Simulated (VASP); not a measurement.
# Li2S (Fm-3m) in VASP: notebook

Runs on Li2S. Level: PBE. Tasks: single point.

Program: VASP 6.6.1. These are calculated values, not measurements. Logs are shortened: lines on timing, memory, paths and dates and some standing lists are left out, and cuts for length are marked.

## 1. The cell of the first run

The structure is cubic, space group Fm-3m (No. 225). The conventional cell has a = 5.670 Å, b = 5.670 Å, c = 5.670 Å, α = 90.00°, β = 90.00°, γ = 90.00°. Li (site symmetry -43m) has 4 S at 2.46 Å and 6 Li at 2.84 Å within 3.2 Å. S (site symmetry m-3m) has 8 Li at 2.46 Å within 3.2 Å.

## 2. Single point, PBE

INCAR reads:

```
PREC = Accurate
ENCUT = 750
EDIFF = 1E-6
ISMEAR = 0
SIGMA = 0.1
LREAL = False
LASPH = True
NELM = 120
ALGO = Normal
ISIF = 2
LWAVE = False
LCHARG = True
GGA = PE
LELF = True
LVHAR = True
NBANDS = 13
GGA_COMPAT = False
```

KPOINTS reads:

```
regular mesh
0
Gamma
  4 4 4
```

POSCAR reads:

```
Li2S
1.0
    0.0000000000      2.8351678429      2.8351678429
    2.8351678429      0.0000000000      2.8351678429
    2.8351678429      2.8351678429      0.0000000000
Li S
2 1
Direct
    0.7500000000      0.7500000000      0.7500000000
    0.2500000000      0.2500000000      0.2500000000
    0.0000000000      0.0000000000      0.0000000000
```

Potentials or basis: VASP PAW PBE potentials, release 64 (Li_sv, S).

On the command line:

```
$ cat potpaw_PBE.64/Li_sv/POTCAR potpaw_PBE.64/S/POTCAR > POTCAR
$ mpirun -np 1 vasp_std > vasp.out
```

OUTCAR:

```text
PREC = Accurate
   ENCUT = 750
   EDIFF = 1E-6
   ISMEAR = 0
   LREAL = False
   LASPH = True
   NELM = 120
   ISIF = 2
   GGA = PE

 ion  position               nearest neighbor table
   1  0.750  0.750  0.750-   3 2.46   3 2.46   3 2.46   3 2.46
   2  0.250  0.250  0.250-   3 2.46   3 2.46   3 2.46   3 2.46
   3  0.000  0.000  0.000-   1 2.46   1 2.46   2 2.46   2 2.46   1 2.46   1 2.46   2 2.46   2 2.46

  LATTYP: Found a face centered cubic cell.
 ALAT       =     5.6703356858

  Lattice vectors:

 A1 = (   0.0000000000,   2.8351678429,   2.8351678429)
 A2 = (   2.8351678429,   0.0000000000,   2.8351678429)
 A3 = (   2.8351678429,   2.8351678429,   0.0000000000)

Analysis of symmetry for initial positions (statically):
=====================================================================
 Subroutine PRICEL returns:
 Original cell was already a primitive cell.

 Routine SETGRP: Setting up the symmetry group for a
 face centered cubic supercell.

 Subroutine GETGRP returns: Found 48 space group operations
 (whereof 48 operations were pure point group operations)
 out of a pool of 48 trial point group operations.

The static configuration has the point symmetry O_h .

Analysis of symmetry for dynamics (positions and initial velocities):
=====================================================================
 Subroutine PRICEL returns:
 Original cell was already a primitive cell.

 Routine SETGRP: Setting up the symmetry group for a
 face centered cubic supercell.

 Subroutine GETGRP returns: Found 48 space group operations
 (whereof 48 operations were pure point group operations)
 out of a pool of 48 trial point group operations.

The dynamic configuration has the point symmetry O_h .

 Subroutine INISYM returns: Found 48 space group operations
 (whereof 48 operations are pure point group operations),
 and found     1 'primitive' translations

----------------------------------------------------------------------------------------

                                     Primitive cell

  volume of cell :      45.5792

  direct lattice vectors                    reciprocal lattice vectors
     0.000000000  2.835167843  2.835167843    -0.176356402  0.176356402  0.176356402
     2.835167843  0.000000000  2.835167843     0.176356402 -0.176356402  0.176356402
     2.835167843  2.835167843  0.000000000     0.176356402  0.176356402 -0.176356402

  length of vectors
     4.009532815  4.009532815  4.009532815     0.305458249  0.305458249  0.305458249

  position of ions in fractional coordinates (direct lattice)
     0.750000000  0.750000000  0.750000000
[... 76 lines left out ...]
   EMIN   =  10.00;   EMAX   =-10.00  energy-range for DOS
   EFERMI =   0.00;   METHOD = LEGACY
   ISMEAR =     0;   SIGMA  =   0.10  broadening in eV -4-tet -1-fermi 0-gaus
   EFERMI_NEDOS =   21; number of points for ismear=-14 and -15
   IALGO  =     38    algorithm
   IMIX   =      4    mixing-type and parameters
     AMIX     =   0.40;   BMIX     =  1.00
     AMIX_MAG =   1.60;   BMIX_MAG =  1.00
  volume/ion in A,a.u.               =      15.19       102.53
  Fermi-wavevector in a.u.,A,eV,Ry     =   1.049252  1.982799 14.979059  1.100930
  Thomas-Fermi vector in A             =   2.184207
   LORBIT       =      0    0 simple, 1 ext, 2 COOP (PROOUT), +10 PAW based schemes
   GGA     = PE    functional components
   LHFCALC =     F    Hartree Fock is set to
   AEXX    =    0.0000 exact exchange contribution
   IVDW    =     0    specifies the selected vdW correction
   LEPSILON=     F    determine dielectric tensor
   LRPA    =     F    only Hartree local field effects (RPA)
 non-spin polarized calculation
 Gauss-broadening in eV      SIGMA  =   0.10
  energy-cutoff  :      750.00
  volume of cell :       45.58
 maximum number of plane-waves:      2148
   NGX = 17   NGY = 17   NGZ = 17

 number of electron      11.9999997 magnetization

 Free energy of the ion-electron system (eV)
  ---------------------------------------------------
  ext. energy  EPLUGINS =         0.00000000
  ---------------------------------------------------
  free energy    TOTEN  =       -11.98469801 eV

  energy without entropy =      -11.98469801  energy(sigma->0) =      -11.98469801

 E-fermi :   2.1051     XC(G=0):  -8.5612

 val. band max:        1.5608185325   @ k =   0.0000   0.0000   0.0000
 cond. band min:       4.9343406666   @ k =   0.5000   0.5000   0.0000
 fundamental gap:      3.3735221341
 Fermi energy:         2.1050809797

 k-point     1 :       0.0000    0.0000    0.0000
  band No.  band energies     occupation
      1     -42.5930      2.00000
      2     -42.5480      2.00000
      3      -9.5023      2.00000
      4       1.5608      2.00000
      5       1.5608      2.00000
      6       1.5608      2.00000
      7       5.8999      0.00000
      8       7.7920      0.00000
      9       7.7920      0.00000
     10       7.7920      0.00000
     11      12.7745      0.00000
     12      12.7745      0.00000
     13      14.0561      0.00000
[... 98 lines left out ...]
  band No.  band energies     occupation
      1     -42.5693      2.00000
      2     -42.5693      2.00000
      3      -8.9153      2.00000
      4      -0.2956      2.00000
      5      -0.2956      2.00000
      6      -0.2357      2.00000
      7       7.0518      0.00000
      8       8.8966      0.00000
      9      10.5035      0.00000
     10      10.5035      0.00000
     11      13.5924      0.00000
     12      13.5924      0.00000
     13      14.2646      0.00000

------------------------ aborting loop because EDIFF is reached ----------------------------------------

  FORCE on cell =-STRESS in cart. coord.  units (eV):
  Direction    XX          YY          ZZ          XY          YZ          ZX
  --------------------------------------------------------------------------------------
  -------------------------------------------------------------------------------------
  Total        0.1836596      0.1836596      0.1836596      0.0000000     -0.0000000      0.0000000
  in kB        6.4559160      6.4559160      6.4559160      0.0000000     -0.0000000      0.0000000
  external PRESSURE =       6.4559160 kB  Pullay stress =       0.0000000 kB

 VOLUME and BASIS-vectors are now :
 -----------------------------------------------------------------------------
  energy-cutoff  :      750.00
  volume of cell :       45.58
      direct lattice vectors                 reciprocal lattice vectors
     0.000000000  2.835167843  2.835167843    -0.176356402  0.176356402  0.176356402
     2.835167843  0.000000000  2.835167843     0.176356402 -0.176356402  0.176356402
     2.835167843  2.835167843  0.000000000     0.176356402  0.176356402 -0.176356402

 POSITION                                       TOTAL-FORCE (eV/Angst)
 -----------------------------------------------------------------------------------
      4.25275      4.25275      4.25275        -0.000000     -0.000000     -0.000000
      1.41758      1.41758      1.41758         0.000000      0.000000      0.000000
      0.00000      0.00000      0.00000         0.000000      0.000000      0.000000
 -----------------------------------------------------------------------------------
    total drift:                                0.000000      0.000000      0.000000

  FREE ENERGIE OF THE ION-ELECTRON SYSTEM (eV)
  ---------------------------------------------------
  free  energy   TOTEN  =       -11.9846980055 eV

  energy  without entropy=      -11.9846980055  energy(sigma->0) =      -11.98469801
```

stdout:

```text
POSCAR found type information on POSCAR LiS
 POSCAR found :  2 types and       3 ions
 scaLAPACK will be used
 LDA part: xc-table for (Slater+PW92), standard interpolation
 POSCAR, INCAR and KPOINTS ok, starting setup
 FFT: planning ... GRIDC
 FFT: planning ... GRID_SOFT
 FFT: planning ... GRID
 WAVECAR not read
 entering main loop
```

It used 5.1 s of CPU time on 1 thread of Intel(R) Xeon(R) 6975P-C (Granite Rapids), on a shared host.

Results:

```
Free energy            : -11.9847 eV
Pressure               : 0.6 GPa
Band gap on the k mesh : 3.37 eV (least direct gap 4.34 eV)
```

Caveat: the k points lie up to 0.48 Å⁻¹ apart. A k mesh can miss the band edges.

## 3. Single point, PBE

INCAR reads:

```
SYSTEM = Li2S
PREC = Accurate ; ENCUT = 750
EDIFF = 1E-6 ; ISMEAR = 1
SIGMA = 0.27211386245988 ; LREAL = .FALSE.
LASPH = .TRUE. ; NELM = 120
ALGO = Normal ; ISIF = 2
LWAVE = .FALSE. ; LCHARG = .FALSE.
GGA = PE ; NBANDS = 13
GGA_COMPAT = .FALSE.
```

KPOINTS reads:

```
Automatic mesh
0
G
  4 4 4
  0 0 0
```

POSCAR is that of step 2.

Potentials or basis: VASP PAW PBE potentials, release 64 (Li_sv, S).

On the command line:

```
$ cat potpaw_PBE.64/Li_sv/POTCAR potpaw_PBE.64/S/POTCAR > POTCAR
$ mpirun -np 1 vasp_std > vasp.out
```

Run time: 7.7 s. Hardware: 1 thread of Intel Xeon Platinum 8375C at 2.90GHz (Ice Lake), shared host; peak memory 0.19 GiB.

Results (log left out):

```yaml
Free_energy: -11.9831 eV
Pressure: 0.6 GPa
Band_gap_on_the_k_mesh: 3.37 eV (least direct gap 4.34 eV)
```

Levels at points of the mesh, in eV from the valence-band top:
| k point | band 2 | band 3 | band 4 | band 5 | band 6 | band 7 | band 8 | band 9 | band 10 | band 11 |
| --- | --- | --- | --- | --- | --- | --- | --- | --- | --- | --- |
| (0.00, 0.00, 0.00) | -44.11 | -11.06 | 0.00 | 0.00 | 0.00 | 4.34 | 6.23 | 6.23 | 6.23 | 11.21 |
| (0.50, 0.00, 0.00) | -44.13 | -10.62 | -2.92 | -0.52 | -0.52 | 6.17 | 6.58 | 6.58 | 8.48 | 12.90 |
| (0.50, 0.50, 0.00) | -44.12 | -10.49 | -2.20 | -1.45 | -1.45 | 3.37 | 7.12 | 11.20 | 11.20 | 12.26 |

Caveat: the k points lie up to 0.48 Å⁻¹ apart. A k mesh can miss the band edges.

## 4. Single point, PBE

INCAR reads:

```
  PREC = Accurate
  ENCUT = 750
  EDIFF = 1E-6
  ISMEAR = 0
  SIGMA = 0.1
  LREAL = False
  LASPH = True
  NELM = 120
  ALGO = Normal
  ISIF = 2
  LWAVE = False
  LCHARG = False
  GGA = PE
  NBANDS = 13
  GGA_COMPAT = False
```

KPOINTS reads:

```
regular mesh
0
Gamma
  4 4 4
```

POSCAR reads:

```
Li2S
1.0
    0.0000000000      2.8351678429      2.8351678429
    2.8351678429      0.0000000000      2.8351678429
    2.8351678429      2.8351678429      0.0000000000
Li S
2 1
Direct
    1.4740000000      1.2820000000      1.5820000000
    0.9740000000      0.7820000000      1.0820000000
    0.7240000000      0.5320000000      0.8320000000
```

Potentials or basis: VASP PAW PBE potentials, release 64 (Li_sv, S).

On the command line:

```
$ cat potpaw_PBE.64/Li_sv/POTCAR potpaw_PBE.64/S/POTCAR > POTCAR
$ mpirun -np 1 vasp_std > vasp.out
```

OUTCAR:

```text
PREC = Accurate
   ENCUT = 750
   EDIFF = 1E-6
   ISMEAR = 0
   LREAL = False
   LASPH = True
   NELM = 120
   ISIF = 2
   GGA = PE

 ion  position               nearest neighbor table
   1  0.474  0.282  0.582-   3 2.46   3 2.46   3 2.46   3 2.46
   2  0.974  0.782  0.082-   3 2.46   3 2.46   3 2.46   3 2.46
   3  0.724  0.532  0.832-   1 2.46   1 2.46   2 2.46   2 2.46   1 2.46   1 2.46   2 2.46   2 2.46

  LATTYP: Found a face centered cubic cell.
 ALAT       =     5.6703356858

  Lattice vectors:

 A1 = (   0.0000000000,   2.8351678429,   2.8351678429)
 A2 = (   2.8351678429,   0.0000000000,   2.8351678429)
 A3 = (   2.8351678429,   2.8351678429,   0.0000000000)

Analysis of symmetry for initial positions (statically):
=====================================================================
 Subroutine PRICEL returns:
 Original cell was already a primitive cell.

 Routine SETGRP: Setting up the symmetry group for a
 face centered cubic supercell.

 Subroutine GETGRP returns: Found 48 space group operations
 (whereof  1 operations were pure point group operations)
 out of a pool of 48 trial point group operations.

The static configuration has the point symmetry C_1 .
 The point group associated with its full space group is O_h .

Analysis of symmetry for dynamics (positions and initial velocities):
=====================================================================
 Subroutine PRICEL returns:
 Original cell was already a primitive cell.

 Routine SETGRP: Setting up the symmetry group for a
 face centered cubic supercell.

 Subroutine GETGRP returns: Found 48 space group operations
 (whereof  1 operations were pure point group operations)
 out of a pool of 48 trial point group operations.

The dynamic configuration has the point symmetry C_1 .
 The point group associated with its full space group is O_h .

 Subroutine INISYM returns: Found 48 space group operations
 (whereof  1 operations are pure point group operations),
 and found     1 'primitive' translations

----------------------------------------------------------------------------------------
[... 110 lines left out ...]
 Gauss-broadening in eV      SIGMA  =   0.10
  energy-cutoff  :      750.00
  volume of cell :       45.58
 maximum number of plane-waves:      2148
   NGX = 17   NGY = 17   NGZ = 17

 number of electron      11.9999999 magnetization

 Free energy of the ion-electron system (eV)
  ---------------------------------------------------
  ext. energy  EPLUGINS =         0.00000000
  ---------------------------------------------------
  free energy    TOTEN  =       -11.98470248 eV

  energy without entropy =      -11.98470248  energy(sigma->0) =      -11.98470248

 E-fermi :   2.1054     XC(G=0):  -8.5603

 val. band max:        1.5597833780   @ k =   0.0000   0.0000   0.0000
 cond. band min:       4.9363343528   @ k =   0.5000   0.5000   0.0000
 fundamental gap:      3.3765509748
 Fermi energy:         2.1054305088

 k-point     1 :       0.0000    0.0000    0.0000
  band No.  band energies     occupation
      1     -42.5940      2.00000
      2     -42.5489      2.00000
      3      -9.5034      2.00000
      4       1.5598      2.00000
      5       1.5598      2.00000
      6       1.5598      2.00000
      7       5.9016      0.00000
      8       7.7921      0.00000
      9       7.7921      0.00000
     10       7.7921      0.00000
     11      12.7741      0.00000
     12      12.7741      0.00000
     13      14.0571      0.00000
[... 98 lines left out ...]
  band No.  band energies     occupation
      1     -42.5703      2.00000
      2     -42.5703      2.00000
      3      -8.9166      2.00000
      4      -0.2963      2.00000
      5      -0.2963      2.00000
      6      -0.2361      2.00000
      7       7.0536      0.00000
      8       8.8968      0.00000
      9      10.5034      0.00000
     10      10.5034      0.00000
     11      13.5923      0.00000
     12      13.5923      0.00000
     13      14.2646      0.00000

------------------------ aborting loop because EDIFF is reached ----------------------------------------

  FORCE on cell =-STRESS in cart. coord.  units (eV):
  Direction    XX          YY          ZZ          XY          YZ          ZX
  --------------------------------------------------------------------------------------
  -------------------------------------------------------------------------------------
  Total        0.2012099      0.2012099      0.2012099     -0.0000000      0.0000000     -0.0000000
  in kB        7.0728347      7.0728347      7.0728347     -0.0000000      0.0000000     -0.0000000
  external PRESSURE =       7.0728347 kB  Pullay stress =       0.0000000 kB

 VOLUME and BASIS-vectors are now :
 -----------------------------------------------------------------------------
  energy-cutoff  :      750.00
  volume of cell :       45.58
      direct lattice vectors                 reciprocal lattice vectors
     0.000000000  2.835167843  2.835167843    -0.176356402  0.176356402  0.176356402
     2.835167843  0.000000000  2.835167843     0.176356402 -0.176356402  0.176356402
     2.835167843  2.835167843  0.000000000     0.176356402  0.176356402 -0.176356402

 POSITION                                       TOTAL-FORCE (eV/Angst)
 -----------------------------------------------------------------------------------
      2.44959      2.99394      2.14339         0.000000      0.000000      0.000000
      2.44959      2.99394      4.97855        -0.000000     -0.000000     -0.000000
      3.86717      4.41152      3.56097         0.000000     -0.000000      0.000000
 -----------------------------------------------------------------------------------
    total drift:                               -0.000001     -0.000002      0.000019

  FREE ENERGIE OF THE ION-ELECTRON SYSTEM (eV)
  ---------------------------------------------------
  free  energy   TOTEN  =       -11.9847024799 eV

  energy  without entropy=      -11.9847024799  energy(sigma->0) =      -11.98470248
```

OSZICAR:

```text
N       E                     dE             d eps       ncg     rms          rms(c)
DAV:   1     0.665034730183E+02    0.66503E+02   -0.63168E+03   208   0.115E+03
DAV:   2    -0.355259552696E+01   -0.70056E+02   -0.67187E+02   243   0.239E+02
DAV:   3    -0.120921250608E+02   -0.85395E+01   -0.84866E+01   396   0.580E+01
DAV:   4    -0.122829514142E+02   -0.19083E+00   -0.19071E+00   261   0.115E+01
DAV:   5    -0.122891861365E+02   -0.62347E-02   -0.62343E-02   330   0.146E+00    0.391E+00
DAV:   6    -0.119902539675E+02    0.29893E+00   -0.50502E-01   226   0.284E+00    0.294E+00
DAV:   7    -0.119741654984E+02    0.16088E-01   -0.14290E-01   300   0.168E+00    0.185E+00
DAV:   8    -0.119851961813E+02   -0.11031E-01   -0.27987E-02   265   0.943E-01    0.859E-01
DAV:   9    -0.119844913246E+02    0.70486E-03   -0.91906E-04   282   0.170E-01    0.480E-01
DAV:  10    -0.119847310417E+02   -0.23972E-03   -0.14248E-03   223   0.181E-01    0.277E-01
DAV:  11    -0.119846986121E+02    0.32430E-04   -0.10047E-04   290   0.600E-02    0.861E-02
DAV:  12    -0.119846998716E+02   -0.12595E-05   -0.46003E-06   256   0.139E-02    0.409E-02
DAV:  13    -0.119847024477E+02   -0.25761E-05   -0.60774E-06   244   0.121E-02    0.406E-03
DAV:  14    -0.119847024799E+02   -0.32142E-07   -0.17752E-07   172   0.360E-03
   1 F= -.11984702E+02 E0= -.11984702E+02  d E =-.310507E-15
```

Run time: 11 s. Hardware: 1 thread of Intel Xeon Platinum 8375C at 2.90GHz (Ice Lake), shared host; peak memory 0.19 GiB.

What came out:

| Item | Value |
| --- | --- |
| Free energy | -11.9847 eV |
| Pressure | 0.7 GPa |
| Band gap on the k mesh | 3.38 eV (least direct gap 4.34 eV) |

Levels at points of the mesh, in eV from the valence-band top:
```tsv
k point	band 2	band 3	band 4	band 5	band 6	band 7	band 8	band 9	band 10	band 11
(0.00, 0.00, 0.00)	-44.11	-11.06	0.00	0.00	0.00	4.34	6.23	6.23	6.23	11.21
(0.50, 0.00, 0.00)	-44.13	-10.62	-2.92	-0.52	-0.52	6.17	6.58	6.58	8.49	12.90
(0.50, 0.50, 0.00)	-44.12	-10.49	-2.20	-1.45	-1.45	3.38	7.12	11.20	11.20	12.26
```

Caveat: the k points lie up to 0.48 Å⁻¹ apart.

(Part 1 of 2 ends here.)
